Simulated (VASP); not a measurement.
# NbTe (P-6m2) in VASP: settings compared

NbTe is run at these levels: PBEsol-based screened hybrid with 25 % exact exchange, HF; tasks: single point.

Everything below comes from runs of VASP 6.6.1. Logs are shortened: lines on timing, memory, paths and dates and some standing lists are left out, and cuts for length are marked.

**1. The cell of the first run**

It takes space group P-6m2 (No. 187, hexagonal). The conventional cell has a = 3.648 Å, b = 3.648 Å, c = 3.589 Å, α = 90.00°, β = 90.00°, γ = 120.00°. Within 3.7 Å of Te (site symmetry -6m2) lie 6 Nb at 2.77 Å and 8 Te at 3.59 to 3.65 Å. Nb (site symmetry -6m2) has 6 Te at 2.77 Å and 8 Nb at 3.59 to 3.65 Å within 3.7 Å.

**2. Single point, PBEsol-based screened hybrid with 25 % exact exchange**

POSCAR reads:

```
NbTe
1.0
    3.6482351605      0.0000000000      0.0000000000
   -1.8241175803      3.1594643280      0.0000000000
    0.0000000000      0.0000000000      3.5892016149
Te Nb
1 1
Direct
    0.6666666667      0.3333333333      0.0000000000
    0.0000000000      0.0000000000      0.5000000000
```

INCAR.step1 reads:

```
  PREC = Accurate
  ENCUT = 520
  EDIFF = 1E-5
  ISMEAR = -1
  SIGMA = 0.05
  LREAL = F
  LASPH = T
  NELM = 80
  ALGO = Normal
  ISIF = 2
  LWAVE = T
  LCHARG = F
  GGA = PE
  NBANDS = 16
```

INCAR.step2 reads:

```
  PREC = Accurate
  ENCUT = 520
  EDIFF = 1E-7
  ISMEAR = -1
  SIGMA = 0.05
  LREAL = F
  LASPH = T
  NELM = 80
  ALGO = Normal
  ISIF = 2
  LWAVE = F
  LCHARG = F
  GGA = PS
  LHFCALC = T
  AEXX = 0.25
  HFSCREEN = 0.207
  PRECFOCK = Normal
  ISTART = 1
  NBANDS = 16
```

KPOINTS reads:

```
regular mesh
0
Gamma
  4 4 4
```

Potentials or basis: VASP PAW PBE potentials, release 64 (Te, Nb_sv).

Launch:

```bash
$ cat potpaw_PBE.64/Te/POTCAR potpaw_PBE.64/Nb_sv/POTCAR > POTCAR
$ cp INCAR.step1 INCAR
$ mpirun -np 1 vasp_std > vasp.out
$ cp INCAR.step2 INCAR
$ mpirun -np 1 vasp_std > vasp.out
```

OUTCAR:

```text
PREC = Accurate
   ENCUT = 520
   EDIFF = 1E-7
   ISMEAR = -1
   LREAL = F
   LASPH = T
   NELM = 80
   ISIF = 2
   GGA = PS
   LHFCALC = T
   AEXX = 0.25
   HFSCREEN = 0.207
   PRECFOCK = Normal
   ISTART = 1

 ion  position               nearest neighbor table
   1  0.667  0.333  0.000-   2 2.77   2 2.77   2 2.77   2 2.77   2 2.77   2 2.77
   2  0.000  0.000  0.500-   1 2.77   1 2.77   1 2.77   1 2.77   1 2.77   1 2.77

  LATTYP: Found a hexagonal cell.
 ALAT       =     3.6482351605
 C/A-ratio  =     0.9838186019

  Lattice vectors:

 A1 = (   3.6482351605,   0.0000000000,   0.0000000000)
 A2 = (  -1.8241175803,   3.1594643280,   0.0000000000)
 A3 = (   0.0000000000,   0.0000000000,   3.5892016149)

Analysis of symmetry for initial positions (statically):
=====================================================================
 Subroutine PRICEL returns:
 Original cell was already a primitive cell.

 Routine SETGRP: Setting up the symmetry group for a
 hexagonal supercell.

 Subroutine GETGRP returns: Found 12 space group operations
 (whereof 12 operations were pure point group operations)
 out of a pool of 24 trial point group operations.

The static configuration has the point symmetry D_3h.

Analysis of symmetry for dynamics (positions and initial velocities):
=====================================================================
 Subroutine PRICEL returns:
 Original cell was already a primitive cell.

 Routine SETGRP: Setting up the symmetry group for a
 hexagonal supercell.

 Subroutine GETGRP returns: Found 12 space group operations
 (whereof 12 operations were pure point group operations)
 out of a pool of 24 trial point group operations.

The dynamic configuration has the point symmetry D_3h.

 Subroutine INISYM returns: Found 12 space group operations
 (whereof 12 operations are pure point group operations),
 and found     1 'primitive' translations

----------------------------------------------------------------------------------------

                                     Primitive cell

  volume of cell :      41.3708

  direct lattice vectors                    reciprocal lattice vectors
[... 76 lines left out ...]
   EDIFFG = 0.1E-05   stopping-criterion for IOM
   NSW    =      0    number of steps for IOM
   IBRION =     -1    ionic relax: 0-MD 1-quasi-New 2-CG
   NFREE  =      0    steps in history (QN), initial steepest desc. (CG)
   ISIF   =      2    stress and relaxation
   ISYM   =      3    0-nonsym 1-usesym 2-fastsym
   POTIM  = 0.5000    time-step for ionic-motion
   TEBEG  =    0.0;   TEEND  =   0.0 temperature during run
   PSTRESS=    0.0 pullay stress
   NELECT =      19.0000    total number of electrons
   NUPDOWN=      -1.0000    fix difference up-down
   EMIN   =  10.00;   EMAX   =-10.00  energy-range for DOS
   EFERMI =   0.00;   METHOD = LEGACY
   ISMEAR =    -1;   SIGMA  =   0.05  broadening in eV -4-tet -1-fermi 0-gaus
   EFERMI_NEDOS =   21; number of points for ismear=-14 and -15
   IALGO  =     38    algorithm
   IMIX   =      1    mixing-type and parameters
     AMIX     =   0.40;   BMIX     =  1.00
     AMIX_MAG =   1.60;   BMIX_MAG =  1.00
  volume/ion in A,a.u.               =      20.69       139.59
  Fermi-wavevector in a.u.,A,eV,Ry     =   1.263072  2.386859 21.706054  1.595350
  Thomas-Fermi vector in A             =   2.396447
   LORBIT       =      0    0 simple, 1 ext, 2 COOP (PROOUT), +10 PAW based schemes
   GGA     = PS    functional components
   LHFCALC =     T    Hartree Fock is set to
   PRECFOCK=normal    Normal, Fast or Accurate (Low or Medium for compatibility)
   ENCUT4O =  -1.0   cutoff for four orbital integrals eV
   NKREDX  =     1    reduce k-point grid by
   NKREDY  =     1    reduce k-point grid by
   NKREDZ  =     1    reduce k-point grid by
   AEXX    =    0.2500 exact exchange contribution
   HFSCREEN=    0.2070 screening length (either q_TF or 0.3 A-1)
   HFSCREENC=   0.2070 screening length for correlation (either q_TF or 0.3 A-1)
   ENCUTFOCK=  -1.0 apply spherical cutoff to Coloumb kernel
   IVDW    =     0    specifies the selected vdW correction
   LEPSILON=     F    determine dielectric tensor
   LRPA    =     F    only Hartree local field effects (RPA)
 non-spin polarized calculation
  energy-cutoff  :      520.00
  volume of cell :       41.37
 maximum number of plane-waves:      1128
 NGX is ok and might be reduce to    28
  NGX = 24; NGY = 24; NGZ = 24

 number of electron      19.0000000 magnetization

 Free energy of the ion-electron system (eV)
  ---------------------------------------------------
  ext. energy  EPLUGINS =         0.00000000
  ---------------------------------------------------
  free energy    TOTEN  =       -17.16170626 eV

  energy without entropy =      -17.15673243  energy(sigma->0) =      -17.15921934

 E-fermi :  11.7406     XC(G=0):  -9.5725

 val. band max:       11.6306190073   @ k =   0.5000   0.0000   0.0000
 cond. band min:      11.8691893527   @ k =   0.2500   0.0000   0.0000
 fundamental gap:      0.2385703454
 Fermi energy:        11.7406061477

 k-point     1 :       0.0000    0.0000    0.0000
  band No.  band energies     occupation
      1     -47.6775      2.00000
      2     -22.5477      2.00000
      3     -22.2773      2.00000
      4     -22.2773      2.00000
      5      -4.4870      2.00000
      6       7.7394      2.00000
[... 205 lines left out ...]
      3     -22.4262      2.00000
      4     -22.3464      2.00000
      5      -2.0001      2.00000
      6       4.6556      2.00000
[... 8 lines left out ...]
     15      17.5061      0.00000
     16      19.2468      0.00000

------------------------ aborting loop because EDIFF is reached ----------------------------------------

  FORCE on cell =-STRESS in cart. coord.  units (eV):
  Direction    XX          YY          ZZ          XY          YZ          ZX
  --------------------------------------------------------------------------------------
  -------------------------------------------------------------------------------------
  Total       -0.1259021     -0.1259021     -0.1781752      0.0000000     -0.0000000      0.0000000
  in kB       -4.8758416     -4.8758416     -6.9002321      0.0000000     -0.0000000      0.0000000
  external PRESSURE =      -5.5506385 kB  Pullay stress =       0.0000000 kB

 VOLUME and BASIS-vectors are now :
 -----------------------------------------------------------------------------
  energy-cutoff  :      520.00
  volume of cell :       41.37
      direct lattice vectors                 reciprocal lattice vectors
     3.648235161  0.000000000  0.000000000     0.274105137  0.158254675  0.000000000
    -1.824117580  3.159464328  0.000000000     0.000000000  0.316509350  0.000000000
     0.000000000  0.000000000  3.589201615     0.000000000  0.000000000  0.278613493

 POSITION                                       TOTAL-FORCE (eV/Angst)
 -----------------------------------------------------------------------------------
      1.82412      1.05315      0.00000         0.000000     -0.000000      0.000000
      0.00000      0.00000      1.79460        -0.000000      0.000000      0.000000
 -----------------------------------------------------------------------------------
    total drift:                                0.000000      0.000000     -0.000000

  FREE ENERGIE OF THE ION-ELECTRON SYSTEM (eV)
  ---------------------------------------------------
  free  energy   TOTEN  =       -17.1617062550 eV

  energy  without entropy=      -17.1567324290  energy(sigma->0) =      -17.15921934
```

OUTCAR.step1:

```text
PREC = Accurate
   ENCUT = 520
   EDIFF = 1E-5
   ISMEAR = -1
   LREAL = F
[... 436 lines left out ...]
      1.82412      1.05315      0.00000         0.000000     -0.000000      0.000000
      0.00000      0.00000      1.79460         0.000000      0.000000      0.000000
 -----------------------------------------------------------------------------------
    total drift:                               -0.000000      0.000000      0.000000

  FREE ENERGIE OF THE ION-ELECTRON SYSTEM (eV)
  ---------------------------------------------------
  free  energy   TOTEN  =       -13.5817370854 eV

  energy  without entropy=      -13.5697635938  energy(sigma->0) =      -13.57575034
```

OSZICAR.step1:

```text
N       E                     dE             d eps       ncg     rms          rms(c)
DAV:   1     0.154380465580E+03    0.15438E+03   -0.95180E+03   384   0.110E+03
DAV:   2    -0.395020814275E+01   -0.15833E+03   -0.15430E+03   512   0.372E+02
DAV:   3    -0.137355603587E+02   -0.97854E+01   -0.96526E+01   728   0.711E+01
DAV:   4    -0.139373568507E+02   -0.20180E+00   -0.20171E+00   440   0.973E+00
DAV:   5    -0.139446034759E+02   -0.72466E-02   -0.72449E-02   656   0.188E+00    0.766E+00
DAV:   6    -0.136079897180E+02    0.33661E+00   -0.10133E+00   584   0.899E+00    0.343E+00
DAV:   7    -0.135867471874E+02    0.21243E-01   -0.62418E-02   488   0.184E+00    0.168E+00
DAV:   8    -0.135816767863E+02    0.50704E-02   -0.18377E-02   600   0.953E-01    0.253E-01
DAV:   9    -0.135816805103E+02   -0.37239E-05   -0.11224E-03   480   0.271E-01    0.119E-01
DAV:  10    -0.135817404962E+02   -0.59986E-04   -0.20687E-04   584   0.148E-01    0.270E-02
DAV:  11    -0.135817370854E+02    0.34108E-05   -0.10280E-05   376   0.304E-02
   1 F= -.13581737E+02 E0= -.13575750E+02  d E =-.119735E-01
```

Run time: 39 min. Hardware: 1 thread of Intel Xeon 8259CL, shared host; peak memory 0.29 GiB.

Results:

| Quantity | Value |
| --- | --- |
| Free energy | -17.1617 eV |
| Pressure | -0.6 GPa |
| Band gap on the k mesh | zero (an odd number of electrons rules out a gap without spin polarisation) |

Stress tensor (GPa, compression positive):
```
-0.49  0.00  0.00
 0.00 -0.49  0.00
 0.00  0.00 -0.69
```

Levels at points of the mesh, in eV from the Fermi level:
```
           k point  band 5  band 6  band 7  band 8  band 9  band 10  band 11  band 12  band 13  band 14
(0.00, 0.00, 0.00)  -16.23   -4.00   -4.00   -3.66   -2.59     0.37     0.37     3.06     3.06     3.47
(0.50, 0.00, 0.00)  -14.19   -8.56   -4.51   -3.29   -3.18    -0.11     1.68     2.09     3.79     4.54
(0.00, 0.00, 0.50)  -14.45   -8.93   -3.27   -3.27   -1.32    -1.32     1.31     2.05     2.05     5.90
(0.50, 0.00, 0.50)  -13.76   -7.13   -6.94   -5.20   -1.81     1.58     2.04     2.39     3.60     5.27
```

Caveat: the k points lie up to 0.50 Å⁻¹ apart, too coarse for converged energies and pressures of a metal; the PAW data sets were made with another functional, which shifts forces and pressure a little; spin-orbit coupling is left out, which moves the levels of the heavy elements.

**3. Single point, HF**

This run uses another cell than the first one, of 21.93 Å³/atom.

POSCAR reads:

```
NbTe
1.0
    3.7029743866      0.0000000000      0.0000000000
   -1.8514871933      3.2068698884      0.0000000000
    0.0000000000      0.0000000000      3.6942110000
Te Nb
1 1
Direct
    0.6666666667      0.3333333333      0.0000000000
    0.0000000000      0.0000000000      0.5000000000
```

INCAR.step1 reads:

```
PREC     = Accurate       # precision mode
ENCUT    = 520            # plane-wave cutoff, eV
EDIFF    = 1E-5           # SCF threshold, eV
ISMEAR   = -1             # smearing method
SIGMA    = 0.05           # smearing width, eV
LREAL    = False          # projectors in reciprocal space
LASPH    = True           # aspherical terms in the spheres
NELM     = 80             # most SCF steps
ALGO     = Normal         # electronic algorithm
ISIF     = 2              # what is computed and relaxed
LWAVE    = True           # write WAVECAR
NBANDS   = 16             # bands
GGA      = PE             # functional
```

INCAR.step2 reads:

```
PREC     = Accurate       # precision mode
ENCUT    = 520            # plane-wave cutoff, eV
EDIFF    = 1E-6           # SCF threshold, eV
ISMEAR   = -1             # smearing method
SIGMA    = 0.05           # smearing width, eV
LREAL    = False          # projectors in reciprocal space
LASPH    = True           # aspherical terms in the spheres
NELM     = 80             # most SCF steps
ALGO     = Normal         # electronic algorithm
ISIF     = 2              # what is computed and relaxed
LWAVE    = False          # write WAVECAR
LCHARG   = True           # write CHGCAR
GGA      = PE             # functional
LHFCALC  = True           # exact exchange
AEXX     = 1.0            # exact-exchange fraction
ALDAC    = 0.0          
AGGAC    = 0.0          
PRECFOCK = Normal       
LELF     = True           # ELF
LVHAR    = True         
NBANDS   = 16             # bands
ISTART   = 1
```

KPOINTS is that of step 2.

Potentials or basis: VASP PAW PBE potentials, release 64 (Te, Nb_sv).

Launch:

```bash
$ cat potpaw_PBE.64/Te/POTCAR potpaw_PBE.64/Nb_sv/POTCAR > POTCAR
$ cp INCAR.step1 INCAR
$ mpirun -np 1 vasp_std > vasp.out
$ cp INCAR.step2 INCAR
$ mpirun -np 1 vasp_std > vasp.out
```

It took 47 min on 1 thread of Intel Xeon 8259CL, shared host; peak memory 0.19 GiB.

Results (log left out):

```
Free energy            : -29.2481 eV
Pressure               : -4.4 GPa
Band gap on the k mesh : zero (an odd number of electrons rules out a gap without spin polarisation)
```

Stress tensor (GPa, compression positive):
```
-3.74  0.00  0.00
 0.00 -3.74  0.00
 0.00  0.00 -5.82
```

Levels at points of the mesh, in eV from the Fermi level:
```csv
k point,band 5,band 6,band 7,band 8,band 9,band 10,band 11,band 12,band 13,band 14
"(0.00, 0.00, 0.00)",-22.45,-7.87,-7.87,-6.50,-6.00,2.30,2.30,3.67,4.49,4.49
"(0.50, 0.00, 0.00)",-19.97,-13.46,-8.49,-6.85,-5.91,-1.28,3.71,4.56,5.52,5.75
"(0.00, 0.00, 0.50)",-20.41,-13.98,-6.71,-6.71,-4.07,-4.07,3.54,4.10,4.10,5.97
"(0.50, 0.00, 0.50)",-19.48,-11.64,-11.54,-9.13,-5.01,3.38,3.85,4.97,6.14,7.94
```

Caveat: the k points lie up to 0.49 Å⁻¹ apart, too coarse for converged energies and pressures of a metal; the PAW data sets were made with another functional, which shifts forces and pressure a little; spin-orbit coupling is left out, which moves the levels of the heavy elements.

The gap in the log of VASP goes by the Fermi energy; the results here count the filled bands.